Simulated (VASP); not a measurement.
Ir: single point with PBEsol

The system is Ir.

```
Ir
1.0
     0.00000    1.91566    1.91566
     1.91566    0.00000    1.91566
     1.91566    1.91566    0.00000
Ir
1
Direct
  0.00000 0.00000 0.00000
```

```json
{
  "Program": "VASP 6.6.1",
  "Task": "single point",
  "Functional": "PBEsol",
  "Potentials or basis": "VASP PAW PBE potentials, release 64 (Ir_sv_GW)",
  "Cutoff": "560 eV",
  "k mesh": "19 × 19 × 19",
  "Occupations": "fermi-dirac, width 0.08 eV",
  "Spin": "no spin polarisation"
}
```

```json
{"Pressure": "-1.9 GPa", "Band gap on the k mesh": "zero (an odd number of electrons rules out a gap without spin polarisation)"}
```

Levels at points of the mesh, in eV from the Fermi level:
```csv
k point,band 6,band 7,band 8,band 9,band 10,band 11
"(0.00, 0.00, 0.00)",-3.91,-3.91,-3.91,-1.17,-1.17,13.59
```

Run time: 37 s on 1 thread of Intel(R) Xeon(R) Platinum 8259CL CPU @ 2.50GHz (Skylake/Cascade Lake), on a shared host, peak memory 0.18 GiB.

Caveat: the PAW data sets were made with another functional, which shifts forces and pressure a little; spin-orbit coupling is left out, which moves the levels of the heavy elements.
